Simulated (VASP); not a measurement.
The system is MgAu.

```
CELL_PARAMETERS angstrom
3.25738 0.00000 0.00000
0.00000 3.25738 0.00000
0.00000 0.00000 3.25738
ATOMIC_POSITIONS crystal
Mg 0.50000 0.50000 0.50000
Au 0.00000 0.00000 0.00000
```

Base run:

- Program: VASP 6.6.1
- Functional: PBEsol
- Potentials or basis: VASP PAW PBE potentials, release 64 (Mg, Au)
- Cutoff: 520 eV
- k mesh: 10 × 10 × 10
- Occupations: fermi-dirac, width 0.1 eV
- Spin: non-collinear spin, zero start, spin-orbit coupling
- Starting moments: [[0.0, 0.0, 0.0], [0.0, 0.0, 0.0]] μB

Its results: pressure -0.8 GPa; net moment 0.00 μB per cell.

Problem. The run is repeated on the same cell with these changes: occupations from fermi-dirac, width 0.1 eV to gaussian, width 0.005 eV; dispersion from none to D4. What comes out?

Solution. Pressure -2.6 GPa; net moment 0.00 μB per cell.

Caveats: the PAW data sets were made with another functional, which shifts forces and pressure a little.
